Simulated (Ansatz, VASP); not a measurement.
# Two plane-wave programs on HfO2

INCAR

```
ALGO = Normal
EDIFF = 1E-8
ENCUT = 520
GGA = CA
ISIF = 2
ISMEAR = -1
LASPH = True
LCHARG = False
LEFG = True
LREAL = False
LWAVE = False
NBANDS = 18
NELM = 60
PREC = Accurate
SIGMA = 0.02
```

KPOINTS

```
k-points
0
Gamma
  10 10 10
```

POSCAR

```
HfO2
1.0
    0.0000000000      2.5575000000      2.5575000000
    2.5575000000      0.0000000000      2.5575000000
    2.5575000000      2.5575000000      0.0000000000
Hf O
1 2
Direct
    0.0000000000      0.0000000000      0.0000000000
    0.2500000000      0.2500000000      0.2500000000
    0.7500000000      0.7500000000      0.7500000000
```

Input for Ansatz:

```yaml
crystal:
  lattice:
    - [0.0, 2.5575, 2.5575]
    - [2.5575, 0.0, 2.5575]
    - [2.5575, 2.5575, 0.0]
  atoms:
    - { symbol: Hf, position: [0.0, 0.0, 0.0] }
    - { symbol: O, position: [0.25, 0.25, 0.25] }
    - { symbol: O, position: [0.75, 0.75, 0.75] }
kpoints:
  mp_grid: { grid: [10, 10, 10] }
scf:
  occupations: { method: fermi_dirac, width: 0.02 }
hamiltonian:
  xc: lda
  pseudopotentials: { kind: paw, frozen_core: stored }
output:
  forces: true
  stress: true
  populations: true
  efg: { quadrupole_moments_barn: { Hf: 3.365, O: -0.02558 } }
```

Alike in both runs: task electric field gradients; functional LDA; k mesh 10 × 10 × 10; occupations fermi-dirac, width 0.02 eV; no spin polarisation.

|  | VASP | Ansatz |
| --- | --- | --- |
| version | VASP 6.6.1 | Ansatz 0.2.0 |
| potentials or method | VASP PAW LDA potentials, release 64 (Hf_pv, O) | plane-wave PAW, scalar-relativistic |
| plane-wave cutoff (eV) | 520 | 420 |
| valence electrons in the cell | 22 | 38 |

```csv
,VASP,Ansatz,Ansatz less VASP
gap on the k mesh at the Fermi level (eV),3.52,3.50,-0.019
pressure (GPa),-19.3,-16.5,+2.84
```

Ansatz warns that its potentials were made for another functional, while VASP's fit it. LDA's correlation is that of Perdew and Zunger in VASP and of Perdew and Wang (1992) in Ansatz. VASP's potentials hold 22 valence electrons a cell and Ansatz's 38, so a difference there can come from the potentials and not from the codes.

Neither program's run includes spin-orbit coupling.
